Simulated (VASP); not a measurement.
# BN (P6_3/mmc) in VASP: vibrations by perturbation theory with LDA

Aim: the vibrations by perturbation theory of BN with LDA.

Program: VASP 6.6.1. These are calculated values, not measurements. Logs are shortened: lines on timing, memory, paths and dates and some standing lists are left out, and cuts for length are marked.

## 1. The cell of the first run

Symmetry: P6_3/mmc, No. 194, hexagonal system. Conventional cell: a = 2.504 Å, b = 2.504 Å, c = 6.661 Å, α = 90.00°, β = 90.00°, γ = 120.00°. B (site symmetry -6m2) has 3 N at 1.45 Å within 1.9 Å. Within 1.9 Å of N (site symmetry -6m2) lie 3 B at 1.45 Å.

## 2. Vibrations by perturbation theory, LDA

INCAR reads:

```
SYSTEM = BN
PREC = Accurate
ENCUT = 520
EDIFF = 1E-8
ISMEAR = 0
SIGMA = 0.05
LREAL = .FALSE.
LASPH = .TRUE.
NELM = 80
ALGO = Normal
ISIF = 2
LWAVE = .FALSE.
LCHARG = .FALSE.
GGA = CA
NBANDS = 16
IBRION = 8
NSW = 1
```

KPOINTS reads:

```
regular mesh
0
G
  12 12 4
  0 0 0
```

POSCAR reads:

```
BN
1.0
    2.5039917043      0.0000000000      0.0000000000
   -1.2519958522      2.1685204268      0.0000000000
    0.0000000000      0.0000000000      6.6612000000
B N
2 2
Direct
    0.3333333333      0.6666666667      0.2500000000
    0.6666666667      0.3333333333      0.7500000000
    0.3333333333      0.6666666667      0.7500000000
    0.6666666667      0.3333333333      0.2500000000
```

Potentials or basis: VASP PAW LDA potentials, release 64 (B, N).

Started as:

```console
$ cat potpaw_LDA.64/B/POTCAR potpaw_LDA.64/N/POTCAR > POTCAR
$ mpirun -np 1 vasp_std > vasp.out
```

OUTCAR:

```text
SYSTEM = BN
   PREC = Accurate
   ENCUT = 520
   EDIFF = 1E-8
   ISMEAR = 0
   LREAL = .FALSE.
   LASPH = .TRUE.
   NELM = 80
   ISIF = 2
   GGA = CA
   IBRION = 8
   NSW = 1

 ion  position               nearest neighbor table
   1  0.333  0.667  0.250-   4 1.45   4 1.45   4 1.45
   2  0.667  0.333  0.750-   3 1.45   3 1.45   3 1.45
   3  0.333  0.667  0.750-   2 1.45   2 1.45   2 1.45
   4  0.667  0.333  0.250-   1 1.45   1 1.45   1 1.45

  LATTYP: Found a hexagonal cell.
 ALAT       =     2.5039917043
 C/A-ratio  =     2.6602324555

  Lattice vectors:

 A1 = (   2.5039917043,   0.0000000000,   0.0000000000)
 A2 = (  -1.2519958522,   2.1685204268,   0.0000000000)
 A3 = (   0.0000000000,   0.0000000000,   6.6612000000)

Analysis of symmetry for initial positions (statically):
=====================================================================
 Subroutine PRICEL returns:
 Original cell was already a primitive cell.

 Routine SETGRP: Setting up the symmetry group for a
 hexagonal supercell.

 Subroutine GETGRP returns: Found 24 space group operations
 (whereof 12 operations were pure point group operations)
 out of a pool of 24 trial point group operations.

The static configuration has the point symmetry D_3d.
 The point group associated with its full space group is D_6h.

Analysis of symmetry for dynamics (positions and initial velocities):
=====================================================================
 Subroutine PRICEL returns:
 Original cell was already a primitive cell.

 Routine SETGRP: Setting up the symmetry group for a
 hexagonal supercell.

 Subroutine GETGRP returns: Found 24 space group operations
 (whereof 12 operations were pure point group operations)
 out of a pool of 24 trial point group operations.

The dynamic configuration has the point symmetry D_3d.
 The point group associated with its full space group is D_6h.

 Subroutine INISYM returns: Found 24 space group operations
 (whereof 12 operations are pure point group operations),
 and found     1 'primitive' translations

----------------------------------------------------------------------------------------

                                     Primitive cell

  volume of cell :      36.1700

  direct lattice vectors                    reciprocal lattice vectors
     2.503991704  0.000000000  0.000000000     0.399362345  0.230571958  0.000000000
    -1.251995852  2.168520427  0.000000000     0.000000000  0.461143915  0.000000000
     0.000000000  0.000000000  6.661200000     0.000000000  0.000000000  0.150123101

  length of vectors
     2.503991704  2.503991704  6.661200000     0.461143915  0.461143915  0.150123101

  position of ions in fractional coordinates (direct lattice)
     0.333333333  0.666666667  0.250000000
     0.666666667  0.333333333  0.750000000
     0.333333333  0.666666667  0.750000000
     0.666666667  0.333333333  0.250000000

  ion indices of the primitive-cell ions
   primitive index   ion index
                 1           1
                 2           2
                 3           3
                 4           4

----------------------------------------------------------------------------------------

 KPOINTS: regular mesh

Automatic generation of k-mesh.
 Grid dimensions read from file:
 generate k-points for:   12   12    4

 Generating k-lattice:

  Cartesian coordinates                     Fractional coordinates (reciprocal lattice)
     0.033280195  0.019214330  0.000000000     0.083333333 -0.000000000  0.000000000
     0.000000000  0.038428660  0.000000000     0.000000000  0.083333333  0.000000000
     0.000000000  0.000000000  0.037530775     0.000000000  0.000000000  0.250000000

  Length of vectors
     0.038428660  0.038428660  0.037530775

  Shift w.r.t. Gamma in fractional coordinates (k-lattice)
[... 70 lines left out ...]
   IMIX   =      4    mixing-type and parameters
     AMIX     =   0.40;   BMIX     =  1.00
     AMIX_MAG =   1.60;   BMIX_MAG =  1.00
  volume/ion in A,a.u.               =       9.04        61.02
  Fermi-wavevector in a.u.,A,eV,Ry     =   1.247379  2.357205 21.170055  1.555955
  Thomas-Fermi vector in A             =   2.381514
   LORBIT       =      0    0 simple, 1 ext, 2 COOP (PROOUT), +10 PAW based schemes
   GGA     = CA    functional components
   LHFCALC =     F    Hartree Fock is set to
   AEXX    =    0.0000 exact exchange contribution
   IVDW    =     0    specifies the selected vdW correction
   LEPSILON=     F    determine dielectric tensor
   LRPA    =     F    only Hartree local field effects (RPA)
 non-spin polarized calculation
 Gauss-broadening in eV      SIGMA  =   0.05
  energy-cutoff  :      520.00
  volume of cell :       36.17
 maximum number of plane-waves:       992
 NGX is ok and might be reduce to    20
   NGX =  9   NGY =  9   NGZ = 25

--------------------------------------- Ionic step        1  -------------------------------------------

 number of electron      16.0000003 magnetization

 Free energy of the ion-electron system (eV)
  ---------------------------------------------------
  ext. energy  EPLUGINS =         0.00000000
  ---------------------------------------------------
  free energy    TOTEN  =       -38.57202042 eV

  energy without entropy =      -38.57202042  energy(sigma->0) =      -38.57202042

 E-fermi :   2.3665     XC(G=0): -10.5011

 val. band max:        2.1201038752   @ k =   0.3333   0.3333   0.5000
 cond. band min:       6.2005906849   @ k =   0.5000   0.0000   0.0000
 fundamental gap:      4.0804868097
 Fermi energy:         2.3665368603

 k-point     1 :       0.0000    0.0000    0.0000
  band No.  band energies     occupation
      1     -15.4658      2.00000
      2     -15.1579      2.00000
      3      -4.1969      2.00000
      4      -2.0128      2.00000
      5       0.7783      2.00000
      6       0.7783      2.00000
[... 433 lines left out ...]
      3      -4.7209      2.00000
      4      -4.6620      2.00000
      5      -1.4742      2.00000
      6      -1.4310      2.00000
[... 8 lines left out ...]
     15      18.6195      0.00000
     16      20.5238      0.00000

 [... further k-points ...]

------------------------ aborting loop because EDIFF is reached ----------------------------------------

  FORCE on cell =-STRESS in cart. coord.  units (eV):
  Direction    XX          YY          ZZ          XY          YZ          ZX
  --------------------------------------------------------------------------------------
  -------------------------------------------------------------------------------------
  Total       -1.3170649     -1.3170649     -0.1790315      0.0000000     -0.0000000      0.0000000
  in kB      -58.3403280    -58.3403280     -7.9303286      0.0000000     -0.0000000      0.0000000
  external PRESSURE =     -41.5369949 kB  Pullay stress =       0.0000000 kB

 VOLUME and BASIS-vectors are now :
 -----------------------------------------------------------------------------
  energy-cutoff  :      520.00
  volume of cell :       36.17
      direct lattice vectors                 reciprocal lattice vectors
     2.503991704  0.000000000  0.000000000     0.399362345  0.230571958  0.000000000
    -1.251995852  2.168520427  0.000000000     0.000000000  0.461143915  0.000000000
     0.000000000  0.000000000  6.661200000     0.000000000  0.000000000  0.150123101

 POSITION                                       TOTAL-FORCE (eV/Angst)
 -----------------------------------------------------------------------------------
     -0.00000      1.44568      1.66530        -0.000000     -0.000000      0.000000
      1.25200      0.72284      4.99590        -0.000000     -0.000000      0.000000
     -0.00000      1.44568      4.99590        -0.000000      0.000000      0.000000
      1.25200      0.72284      1.66530         0.000000     -0.000000      0.000000
 -----------------------------------------------------------------------------------
    total drift:                               -0.000000      0.000000      0.000000

  FREE ENERGIE OF THE ION-ELECTRON SYSTEM (eV)
  ---------------------------------------------------
  free  energy   TOTEN  =       -38.5720204172 eV

  energy  without entropy=      -38.5720204172  energy(sigma->0) =      -38.57202042

[... ionic steps 2 to 9 ...]

--------------------------------------- Ionic step       10  -------------------------------------------

------------------------ aborting loop because EDIFF is reached ----------------------------------------

[... ionic steps 11 to 11 ...]

--------------------------------------- Ionic step       12  -------------------------------------------

 Free energy of the ion-electron system (eV)
  ---------------------------------------------------
  ---------------------------------------------------
  free energy    TOTEN  =        -0.26481037 eV

  energy without entropy =       -0.26481037

------------------------ aborting loop because EDIFF is reached ----------------------------------------

 INTERNAL STRAIN TENSOR  FOR ION    3  DIRECTION 3   (eV/Angst):
 -----------------------------------------------------------------------------
     0.00182 -0.00000  0.00000
    -0.00000  0.00182 -0.00000
    -0.00000 -0.00000 -0.00198

 INTERNAL STRAIN TENSOR FOR ION    4 for displacements in x,y,z  (eV/Angst):
          X           Y           Z          XY          YZ          ZX
  --------------------------------------------------------------------------------
  x    -0.00000     0.00000     0.00000    12.15494     0.00000     0.00000
  y    12.15494   -12.15494    -0.00000     0.00000     0.00000     0.00000
  z    -0.00000     0.00000     0.00000     0.00000     0.00000     0.00000

 SECOND DERIVATIVES (NOT SYMMETRIZED)
 ------------------------------------
               1X          1Y          1Z          2X          2Y          2Z          3X          3Y          3Z          4X          4Y          4Z
  1X   -40.839438    0.000000    0.000000    0.002883   -0.000000    0.000000    0.015078   -0.000000    0.000000   40.821477   -0.000000    0.000000
  1Y     0.000000  -40.839438    0.000000   -0.000000    0.002883    0.000000   -0.000000    0.015078    0.000000   -0.000000   40.821477    0.000000
  1Z     0.000000    0.000000  -13.964777   -0.000000    0.000000    0.945571    0.000000   -0.000000   -0.849543    0.000000    0.000000   13.868749
  2X     0.002883   -0.000000    0.000000  -40.839438    0.000000    0.000000   40.821477   -0.000000    0.000000    0.015078   -0.000000    0.000000
  2Y    -0.000000    0.002883    0.000000    0.000000  -40.839438    0.000000   -0.000000   40.821477    0.000000   -0.000000    0.015078    0.000000
  2Z    -0.000000    0.000000    0.945571    0.000000    0.000000  -13.964777    0.000000    0.000000   13.868749    0.000000   -0.000000   -0.849543
  3X     0.018011   -0.000000    0.000000   40.828196   -0.000000    0.000000  -40.896239    0.000000    0.000000    0.050032   -0.000000    0.000000
  3Y    -0.000000    0.018011    0.000000   -0.000000   40.828196    0.000000    0.000000  -40.896239    0.000000   -0.000000    0.050032    0.000000
  3Z     0.000000   -0.000000   -0.835969    0.000000    0.000000   13.861188    0.000000    0.000000  -14.138098    0.000000   -0.000000    1.112879
  4X    40.828196   -0.000000    0.000000    0.018011   -0.000000    0.000000    0.050032   -0.000000    0.000000  -40.896239    0.000000    0.000000
  4Y    -0.000000   40.828196    0.000000   -0.000000    0.018011    0.000000   -0.000000    0.050032    0.000000    0.000000  -40.896239    0.000000
  4Z     0.000000    0.000000   13.861188    0.000000   -0.000000   -0.835969    0.000000   -0.000000    1.112879    0.000000    0.000000  -14.138098

 Eigenvectors and eigenvalues of the dynamical matrix
 ----------------------------------------------------

   1 f  =   40.452034 THz   254.167628 2PiTHz 1349.334625 cm-1   167.296096 meV
             X         Y         Z           dx          dy          dz
     -0.000000  1.445680  1.665300    -0.333815    0.412871   -0.000000
      1.251996  0.722840  4.995900     0.333815   -0.412871   -0.000000
     -0.000000  1.445680  4.995900    -0.293626    0.363165    0.000000
      1.251996  0.722840  1.665300     0.293626   -0.363165    0.000000
[... 71 lines left out ...]
  12 f/i=    0.002615 THz     0.016430 2PiTHz    0.087226 cm-1     0.010815 meV
             X         Y         Z           dx          dy          dz
     -0.000000  1.445680  1.665300    -0.000000   -0.000000    0.466814
      1.251996  0.722840  4.995900    -0.000000   -0.000000    0.466814
     -0.000000  1.445680  4.995900    -0.000000   -0.000000    0.531117
      1.251996  0.722840  1.665300    -0.000000   -0.000000    0.531117

--------------------------------------------------------------------------------------------------------

 ELASTIC MODULI CONTR FROM IONIC RELAXATION (kBar)
 Direction    XX          YY          ZZ          XY          YZ          ZX
 --------------------------------------------------------------------------------
 XX        -392.7633    392.7633      0.0000      0.0000      0.0000     -0.0000
 YY         392.7633   -392.7633     -0.0000      0.0000     -0.0000      0.0000
 ZZ           0.0000     -0.0000     -0.0000     -0.0000     -0.0000      0.0000
 XY           0.0000      0.0000     -0.0000   -392.7633      0.0000     -0.0000
 YZ           0.0000     -0.0000     -0.0000      0.0000     -0.0000      0.0000
 ZX          -0.0000      0.0000      0.0000     -0.0000      0.0000     -0.0000
 --------------------------------------------------------------------------------
```

Run time: 8.7 min. Hardware: 1 thread of Intel Xeon 8259CL, shared host; peak memory 0.37 GiB.

Results:

* Highest phonon frequency at Γ, LO-TO splitting left out: 1349 cm⁻¹

Phonon frequencies in cm⁻¹ (negative: imaginary):
```csv
q point,frequencies
"(0.000, 0.000, 0.000)",0 0 0 43 43 90 762 814 1349 1349 1349 1349
```

Caveat: the cell stands under pressure or tension, which shifts response properties.
